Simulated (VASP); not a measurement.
# MnO (Fm-3m) in VASP: a series of runs, part 2 of 2

VASP 6.6.1. Earlier steps stand in the parts before.

### Step 3. Electric field gradients, PBE, collinear spin, ferromagnetic start (11.08 Å³/atom)

The input, INCAR:

```
SYSTEM = MnO
PREC = Accurate
ENCUT = 520
EDIFF = 1E-8
ISMEAR = -1
SIGMA = 0.05
LREAL = .False.
LASPH = .True.
NELM = 150
ALGO = Normal
ISIF = 2
LWAVE = .False.
LCHARG = .False.
ISPIN = 2
MAGMOM = 4 0
LORBIT = 11
LMAXMIX = 4
GGA = PE
LEFG = .True.
NBANDS = 20
```

The input, KPOINTS:

```
Automatic mesh
0
Gamma
  16 16 16
  0 0 0
```

The input, POSCAR:

```
MnO
1.0
    0.0000000000      2.2293821140      2.2293821140
    2.2293821140      0.0000000000      2.2293821140
    2.2293821140      2.2293821140      0.0000000000
Mn O
1 1
Direct
    0.0000000000      0.0000000000      0.0000000000
    0.5000000000      0.5000000000      0.5000000000
```

Potentials or basis: VASP PAW PBE potentials, release 64 (Mn_pv, O).

Command:

```sh
> cat potpaw_PBE.64/Mn_pv/POTCAR potpaw_PBE.64/O/POTCAR > POTCAR
> mpirun -np 1 vasp_std > vasp.out
```

OUTCAR:

```text
SYSTEM = MnO
   PREC = Accurate
   ENCUT = 520
   EDIFF = 1E-8
   ISMEAR = -1
   LREAL = .False.
   LASPH = .True.
   NELM = 150
   ISIF = 2
   ISPIN = 2
   LORBIT = 11
   GGA = PE

 ion  position               nearest neighbor table
   1  0.000  0.000  0.000-   2 2.23   2 2.23   2 2.23   2 2.23   2 2.23   2 2.23
   2  0.500  0.500  0.500-   1 2.23   1 2.23   1 2.23   1 2.23   1 2.23   1 2.23

  LATTYP: Found a face centered cubic cell.
 ALAT       =     4.4587642280

  Lattice vectors:

 A1 = (   0.0000000000,   2.2293821140,   2.2293821140)
 A2 = (   2.2293821140,   0.0000000000,   2.2293821140)
 A3 = (   2.2293821140,   2.2293821140,   0.0000000000)

Analysis of symmetry for initial positions (statically):
=====================================================================
 Subroutine PRICEL returns:
 Original cell was already a primitive cell.

 Routine SETGRP: Setting up the symmetry group for a
 face centered cubic supercell.

 Subroutine GETGRP returns: Found 48 space group operations
 (whereof 48 operations were pure point group operations)
 out of a pool of 48 trial point group operations.

The static configuration has the point symmetry O_h .

Analysis of symmetry for dynamics (positions and initial velocities):
=====================================================================
 Subroutine PRICEL returns:
 Original cell was already a primitive cell.

 Routine SETGRP: Setting up the symmetry group for a
 face centered cubic supercell.

 Subroutine GETGRP returns: Found 48 space group operations
 (whereof 48 operations were pure point group operations)
[... 1287 lines left out ...]
  -------------------------------------------------------------------------------------
  Total       -0.1369893     -0.1369893     -0.1369893      0.0000000      0.0000000     -0.0000000
  in kB       -9.9040711     -9.9040711     -9.9040711      0.0000000      0.0000000     -0.0000000
  external PRESSURE =      -9.9040711 kB  Pullay stress =       0.0000000 kB

 VOLUME and BASIS-vectors are now :
 -----------------------------------------------------------------------------
  energy-cutoff  :      520.00
  volume of cell :       22.16
      direct lattice vectors                 reciprocal lattice vectors
     0.000000000  2.229382114  2.229382114    -0.224277389  0.224277389  0.224277389
     2.229382114  0.000000000  2.229382114     0.224277389 -0.224277389  0.224277389
     2.229382114  2.229382114  0.000000000     0.224277389  0.224277389 -0.224277389

 POSITION                                       TOTAL-FORCE (eV/Angst)
 -----------------------------------------------------------------------------------
      0.00000      0.00000      0.00000         0.000000      0.000000      0.000000
      2.22938      2.22938      2.22938         0.000000     -0.000000      0.000000
 -----------------------------------------------------------------------------------
    total drift:                                0.000000     -0.000000     -0.000000

  FREE ENERGIE OF THE ION-ELECTRON SYSTEM (eV)
  ---------------------------------------------------
  free  energy   TOTEN  =       -16.4059194574 eV

  energy  without entropy=      -16.3982484409  energy(sigma->0) =      -16.40208395

 Electric field gradients (V/A^2)
---------------------------------------------------------------------
 ion       V_xx      V_yy      V_zz      V_xy      V_xz      V_yz
---------------------------------------------------------------------
   1       0.000    -0.000     0.000     0.004     0.004     0.004
   2      -0.000     0.000    -0.000     0.000     0.000     0.000
---------------------------------------------------------------------

 Electric field gradients after diagonalization (V/A^2)
 (convention: |V_zz| > |V_xx| > |V_yy|)
----------------------------------------------------------------------
 ion       V_xx      V_yy      V_zz     asymmetry (V_yy - V_xx)/ V_zz
----------------------------------------------------------------------
   1      -0.004    -0.004     0.007       0.000
   2      -0.000    -0.000     0.001       0.000
----------------------------------------------------------------------

           NMR quadrupolar parameters

 Cq : quadrupolar parameter    Cq=e*Q*V_zz/h
 eta: asymmetry parameters     (V_yy - V_xx)/ V_zz
 Q  : nuclear electric quadrupole moment in mb (millibarn)
----------------------------------------------------------------------
 ion       Cq(MHz)       eta       Q (mb)
----------------------------------------------------------------------
   1       0.000       0.000       1.000
   2       0.000       0.000       1.000
----------------------------------------------------------------------

 total charge

# of ion       s       p       d       tot
------------------------------------------
    1        0.202   6.173   4.970  11.345
    2        1.561   3.411   0.000   4.972
--------------------------------------------------
tot          1.763   9.584   4.970  16.317

 magnetization (x)

# of ion       s       p       d       tot
------------------------------------------
    1        0.035   0.026   4.284   4.344
    2        0.030   0.172   0.000   0.202
--------------------------------------------------
tot          0.065   0.198   4.284   4.547
```

stdout:

```text
POSCAR found type information on POSCAR MnO
 POSCAR found :  2 types and       2 ions
 scaLAPACK will be used
 LDA part: xc-table for (Slater+PW92), standard interpolation
 POSCAR, INCAR and KPOINTS ok, starting setup
 FFT: planning ... GRIDC
 FFT: planning ... GRID_SOFT
 FFT: planning ... GRID
 WAVECAR not read
 entering main loop
ion   1

ion   2
```

It took 70 s on 1 thread of Intel Xeon Platinum 8488C (Sapphire Rapids), shared host; peak memory 0.21 GiB.

What came out:

- Free energy: -16.4059 eV
- Pressure: -1.0 GPa
- Net moment: 4.79 μB per cell
- Site moments: Mn +4.34; O +0.20 μB
- Largest electric field gradient by atom: under 0.05 V/Å² on every atom
- Valence electrons inside the program's atomic spheres: Mn 11.35; O 4.97

Levels at points of the mesh, in eV from the Fermi level:
Spin up:
```tsv
k point	band 10	band 11	band 12	band 13	band 14	band 15
(0.00, 0.00, 0.00)	-3.21	-2.69	-2.69	-0.55	13.95	16.26
(0.50, 0.00, 0.00)	-1.89	0.18	0.18	3.46	7.66	11.82
(0.50, 0.50, 0.00)	-2.06	-2.06	-1.94	4.96	7.77	10.36
```
Spin down:
```
           k point  band 4  band 5  band 6  band 7  band 8  band 9  band 10  band 11
(0.00, 0.00, 0.00)  -19.75   -3.32   -3.32   -3.32    0.76    0.76     0.76     0.77
(0.50, 0.00, 0.00)  -18.82   -7.29   -4.78   -4.78    1.93    1.97     1.97     3.62
(0.50, 0.50, 0.00)  -18.84   -6.35   -4.29   -4.29   -0.79    1.96     2.14     2.40
```

Caveat: a cell with one magnetic atom can't hold antiferromagnetic order, which such compounds often take; semilocal functionals often make such compounds metallic where correlation or magnetic order opens a gap, which also shifts bond lengths. With open d or f shells a metallic result of PBE can be an artefact of self-interaction; +U or a hybrid may open a gap.

### Step 4. Electric field gradients, PBE, collinear spin, ferromagnetic start (11.19 Å³/atom)

This run uses another cell than the first one, of 11.19 Å³/atom.

The input, INCAR:

```
ALGO = Normal ; EDIFF = 1E-8
ENCUT = 520 ; GGA = PE
ISIF = 2 ; ISMEAR = -1
ISPIN = 2 ; LASPH = T
LCHARG = F ; LEFG = T
LMAXMIX = 4 ; LORBIT = 11
LREAL = F ; LWAVE = F
MAGMOM = 4 0 ; NBANDS = 20
NELM = 150 ; PREC = Accurate
SIGMA = 0.05
```

The input, KPOINTS:

```
k-points
0
Gamma
  16 16 16
```

The input, POSCAR:

```
MnO
1.0
    0.0000000000      2.2367156606      2.2367156606
    2.2367156606      0.0000000000      2.2367156606
    2.2367156606      2.2367156606      0.0000000000
Mn O
1 1
Direct
    0.0000000000      0.0000000000      0.0000000000
    0.5000000000      0.5000000000      0.5000000000
```

Potentials or basis: VASP PAW PBE potentials, release 64 (Mn_pv, O).

Command:

```sh
> cat potpaw_PBE.64/Mn_pv/POTCAR potpaw_PBE.64/O/POTCAR > POTCAR
> mpirun -np 1 vasp_std > vasp.out
```

OUTCAR:

```text
EDIFF = 1E-8
   ENCUT = 520
   GGA = PE
   ISIF = 2
   ISMEAR = -1
   ISPIN = 2
   LASPH = T
   LORBIT = 11
   LREAL = F
   NELM = 150
   PREC = Accurate

 ion  position               nearest neighbor table
   1  0.000  0.000  0.000-   2 2.24   2 2.24   2 2.24   2 2.24   2 2.24   2 2.24
   2  0.500  0.500  0.500-   1 2.24   1 2.24   1 2.24   1 2.24   1 2.24   1 2.24

  LATTYP: Found a face centered cubic cell.
 ALAT       =     4.4734313212

  Lattice vectors:

 A1 = (   0.0000000000,   2.2367156606,   2.2367156606)
 A2 = (   2.2367156606,   0.0000000000,   2.2367156606)
 A3 = (   2.2367156606,   2.2367156606,   0.0000000000)

Analysis of symmetry for initial positions (statically):
=====================================================================
 Subroutine PRICEL returns:
 Original cell was already a primitive cell.

[... 1324 lines left out ...]
 -----------------------------------------------------------------------------------
    total drift:                                0.000000     -0.000000     -0.000000

  FREE ENERGIE OF THE ION-ELECTRON SYSTEM (eV)
  ---------------------------------------------------
  free  energy   TOTEN  =       -16.4040974326 eV

  energy  without entropy=      -16.3966935729  energy(sigma->0) =      -16.40039550

 Electric field gradients (V/A^2)
---------------------------------------------------------------------
 ion       V_xx      V_yy      V_zz      V_xy      V_xz      V_yz
---------------------------------------------------------------------
   1       0.000    -0.000     0.000     0.003     0.003     0.003
   2       0.000    -0.000     0.000     0.001     0.001     0.001
---------------------------------------------------------------------

 Electric field gradients after diagonalization (V/A^2)
 (convention: |V_zz| > |V_xx| > |V_yy|)
----------------------------------------------------------------------
 ion       V_xx      V_yy      V_zz     asymmetry (V_yy - V_xx)/ V_zz
----------------------------------------------------------------------
   1      -0.003    -0.003     0.007       0.000
   2      -0.001    -0.001     0.001       0.000
----------------------------------------------------------------------

           NMR quadrupolar parameters

 Cq : quadrupolar parameter    Cq=e*Q*V_zz/h
 eta: asymmetry parameters     (V_yy - V_xx)/ V_zz
 Q  : nuclear electric quadrupole moment in mb (millibarn)
----------------------------------------------------------------------
 ion       Cq(MHz)       eta       Q (mb)
----------------------------------------------------------------------
   1       0.000       0.000       1.000
   2       0.000       0.000       1.000
----------------------------------------------------------------------

 total charge

# of ion       s       p       d       tot
------------------------------------------
    1        0.200   6.170   4.965  11.335
    2        1.561   3.408   0.000   4.969
--------------------------------------------------
tot          1.761   9.578   4.965  16.303

 magnetization (x)

# of ion       s       p       d       tot
------------------------------------------
    1        0.035   0.025   4.302   4.362
    2        0.030   0.174   0.000   0.203
--------------------------------------------------
tot          0.064   0.199   4.302   4.565
```

OSZICAR:

```text
N       E                     dE             d eps       ncg     rms          rms(c)
DAV:   1     0.169051228924E+03    0.16905E+03   -0.10367E+04 11664   0.111E+03
DAV:   2    -0.102530392140E+02   -0.17930E+03   -0.16701E+03 11940   0.325E+02
DAV:   3    -0.186768015217E+02   -0.84238E+01   -0.83335E+01 13068   0.763E+01
DAV:   4    -0.187397517667E+02   -0.62950E-01   -0.62935E-01 13276   0.680E+00
DAV:   5    -0.187403185994E+02   -0.56683E-03   -0.56682E-03 12984   0.645E-01    0.137E+01
DAV:   6    -0.167360010803E+02    0.20043E+01   -0.10141E+01 15872   0.344E+01    0.133E+01
DAV:   7    -0.164158643637E+02    0.32014E+00   -0.13334E+00 13232   0.164E+01    0.777E+00
DAV:   8    -0.164155486940E+02    0.31567E-03   -0.12535E-01 12788   0.261E+00    0.465E+00
DAV:   9    -0.164017677734E+02    0.13781E-01   -0.42121E-02 12100   0.216E+00    0.119E+00
DAV:  10    -0.164036462284E+02   -0.18785E-02   -0.75116E-03 12772   0.994E-01    0.247E-01
DAV:  11    -0.164039997193E+02   -0.35349E-03   -0.11965E-03 13336   0.324E-01    0.123E-01
DAV:  12    -0.164040778114E+02   -0.78092E-04   -0.66431E-05 12960   0.104E-01    0.363E-02
DAV:  13    -0.164040891481E+02   -0.11337E-04   -0.12796E-05 13236   0.316E-02    0.319E-02
DAV:  14    -0.164040976163E+02   -0.84681E-05   -0.59452E-06 12772   0.199E-02    0.703E-03
DAV:  15    -0.164040974794E+02    0.13688E-06   -0.37952E-07 13352   0.564E-03    0.256E-03
DAV:  16    -0.164040974417E+02    0.37713E-07   -0.56926E-08 12860   0.190E-03    0.175E-03
DAV:  17    -0.164040974326E+02    0.90859E-08   -0.22326E-08 12804   0.148E-03
   1 F= -.16404097E+02 E0= -.16400396E+02  d E =-.740386E-02  mag=     4.8098
```

Run time: 90 s. Hardware: 1 thread of Intel Xeon Platinum 8488C (Sapphire Rapids), shared host; peak memory 0.22 GiB.

Results:

* Free energy: -16.4041 eV
* Pressure: -2.0 GPa
* Net moment: 4.81 μB per cell
* Site moments: Mn +4.36; O +0.20 μB
* Largest electric field gradient by atom: under 0.05 V/Å² on every atom
* Valence electrons inside the program's atomic spheres: Mn 11.34; O 4.97

Levels at points of the mesh, in eV from the Fermi level:
Spin up:
```tsv
k point	band 9	band 10	band 11	band 12	band 13	band 14	band 15	band 16
(0.00, 0.00, 0.00)	-3.19	-3.19	-2.68	-2.68	-0.59	13.93	16.19	16.19
(0.50, 0.00, 0.00)	-2.33	-1.89	0.16	0.16	3.45	7.59	11.76	11.76
(0.50, 0.50, 0.00)	-2.27	-2.07	-2.07	-1.95	4.90	7.73	10.32	13.47
```
Spin down:
| k point | band 4 | band 5 | band 6 | band 7 | band 8 | band 9 | band 10 | band 11 |
| --- | --- | --- | --- | --- | --- | --- | --- | --- |
| (0.00, 0.00, 0.00) | -19.66 | -3.26 | -3.26 | -3.26 | 0.74 | 0.80 | 0.80 | 0.80 |
| (0.50, 0.00, 0.00) | -18.74 | -7.19 | -4.71 | -4.71 | 1.95 | 1.99 | 1.99 | 3.61 |
| (0.50, 0.50, 0.00) | -18.76 | -6.27 | -4.22 | -4.22 | -0.72 | 1.98 | 2.15 | 2.41 |

Caveat: a cell with one magnetic atom can't hold antiferromagnetic order, which such compounds often take; semilocal functionals often make such compounds metallic where correlation or magnetic order opens a gap, which also shifts bond lengths.

### Step 5. Electric field gradients, PBE, collinear spin, ferromagnetic start (11.30 Å³/atom)

This run uses another cell than the first one, of 11.30 Å³/atom.

The input, INCAR:

```
SYSTEM = MnO
PREC     = Accurate       ! precision mode
ENCUT    = 520            ! plane-wave cutoff, eV
EDIFF    = 1E-8           ! SCF threshold, eV
ISMEAR   = -1             ! smearing method
SIGMA    = 0.05           ! smearing width, eV
LREAL    = .False.        ! projectors in reciprocal space
LASPH    = .True.         ! aspherical terms in the spheres
NELM     = 150            ! most SCF steps
ALGO     = Normal         ! electronic algorithm
ISIF     = 2              ! what is computed and relaxed
LWAVE    = .False.        ! write WAVECAR
LCHARG   = .False.        ! write CHGCAR
ISPIN    = 2              ! spin polarisation
MAGMOM   = 4 0            ! initial moments
LORBIT   = 11             ! projections on sites
LMAXMIX  = 4              ! l up to which the mixer works
GGA      = PE             ! functional
LEFG     = .True.       
NBANDS   = 20             ! bands
```

The input, KPOINTS:

```
Automatic mesh
0
Gamma
  16 16 16
  0 0 0
```

The input, POSCAR:

```
MnO
1.0
    0.0000000000      2.2440014309      2.2440014309
    2.2440014309      0.0000000000      2.2440014309
    2.2440014309      2.2440014309      0.0000000000
Mn O
1 1
Direct
    0.0000000000      0.0000000000      0.0000000000
    0.5000000000      0.5000000000      0.5000000000
```

Potentials or basis: VASP PAW PBE potentials, release 64 (Mn_pv, O).

Command:

```sh
> cat potpaw_PBE.64/Mn_pv/POTCAR potpaw_PBE.64/O/POTCAR > POTCAR
> mpirun -np 1 vasp_std > vasp.out
```

OUTCAR:

```text
SYSTEM = MnO
   PREC = Accurate
   ENCUT = 520
   EDIFF = 1E-8
   ISMEAR = -1
   LREAL = .False.
   LASPH = .True.
   NELM = 150
   ISIF = 2
   ISPIN = 2
   LORBIT = 11
   GGA = PE

 ion  position               nearest neighbor table
   1  0.000  0.000  0.000-   2 2.24   2 2.24   2 2.24   2 2.24   2 2.24   2 2.24
   2  0.500  0.500  0.500-   1 2.24   1 2.24   1 2.24   1 2.24   1 2.24   1 2.24

  LATTYP: Found a face centered cubic cell.
 ALAT       =     4.4880028618

  Lattice vectors:

 A1 = (   0.0000000000,   2.2440014309,   2.2440014309)
 A2 = (   2.2440014309,   0.0000000000,   2.2440014309)
 A3 = (   2.2440014309,   2.2440014309,   0.0000000000)

[... 1345 lines left out ...]

 Electric field gradients after diagonalization (V/A^2)
 (convention: |V_zz| > |V_xx| > |V_yy|)
----------------------------------------------------------------------
 ion       V_xx      V_yy      V_zz     asymmetry (V_yy - V_xx)/ V_zz
----------------------------------------------------------------------
   1      -0.003    -0.003     0.006       0.000
   2      -0.001    -0.001     0.002       0.000
----------------------------------------------------------------------

           NMR quadrupolar parameters

 Cq : quadrupolar parameter    Cq=e*Q*V_zz/h
 eta: asymmetry parameters     (V_yy - V_xx)/ V_zz
 Q  : nuclear electric quadrupole moment in mb (millibarn)
----------------------------------------------------------------------
 ion       Cq(MHz)       eta       Q (mb)
----------------------------------------------------------------------
   1       0.000       0.000       1.000
   2       0.000       0.000       1.000
----------------------------------------------------------------------

 total charge

# of ion       s       p       d       tot
------------------------------------------
    1        0.199   6.167   4.959  11.325
    2        1.561   3.404   0.000   4.965
--------------------------------------------------
tot          1.759   9.571   4.959  16.290

 magnetization (x)

# of ion       s       p       d       tot
------------------------------------------
    1        0.035   0.025   4.317   4.377
    2        0.030   0.175   0.000   0.204
--------------------------------------------------
tot          0.064   0.200   4.317   4.581
```

stdout:

```text
POSCAR found type information on POSCAR MnO
 POSCAR found :  2 types and       2 ions
 scaLAPACK will be used
 LDA part: xc-table for (Slater+PW92), standard interpolation
 POSCAR, INCAR and KPOINTS ok, starting setup
 FFT: planning ... GRIDC
 FFT: planning ... GRID_SOFT
 FFT: planning ... GRID
 WAVECAR not read
 entering main loop
ion   1

ion   2
```

Run time: 92 s. Hardware: 1 thread of Intel Xeon Platinum 8488C (Sapphire Rapids), shared host; peak memory 0.22 GiB.

What came out:

| Quantity | Value |
| --- | --- |
| Free energy | -16.4009 eV |
| Pressure | -3.1 GPa |
| Net moment | 4.83 μB per cell |
| Site moments | Mn +4.38; O +0.20 μB |
| Largest electric field gradient by atom | under 0.05 V/Å² on every atom |
| Valence electrons inside the program's atomic spheres | Mn 11.32; O 4.96 |

Caveat: the cell stands under tension; a cell with one magnetic atom can't hold antiferromagnetic order, which such compounds often take; semilocal functionals often make such compounds metallic where correlation or magnetic order opens a gap, which also shifts bond lengths. With open d or f shells a metallic result of PBE can be an artefact of self-interaction; +U or a hybrid may open a gap.

### Step 6. The runs side by side

| cell | gap on the mesh (eV) | pressure (GPa) | moment (μB) |
| --- | --- | --- | --- |
| a = 3.153 Å, angles 60.0°, 2 atoms | none | -1.0 | 4.79 |
| a = 3.163 Å, angles 60.0°, 2 atoms | none | -2.0 | 4.81 |
| a = 3.173 Å, angles 60.0°, 2 atoms | none | -3.1 | 4.83 |

Alike in all rows: task electric field gradients; level PBE; potentials or basis VASP PAW PBE potentials, release 64 (Mn_pv, O); spin collinear, ferromagnetic start; k mesh 16 × 16 × 16; cutoff (eV) 520; smearing fermi-dirac 0.05 eV.

Caveats: a cell with one magnetic atom can't hold antiferromagnetic order, which such compounds often take; semilocal functionals often make such compounds metallic where correlation or magnetic order opens a gap, which also shifts bond lengths; the cell stands under tension (at least some runs).

Absolute energies hang on the potentials; compare differences alone.
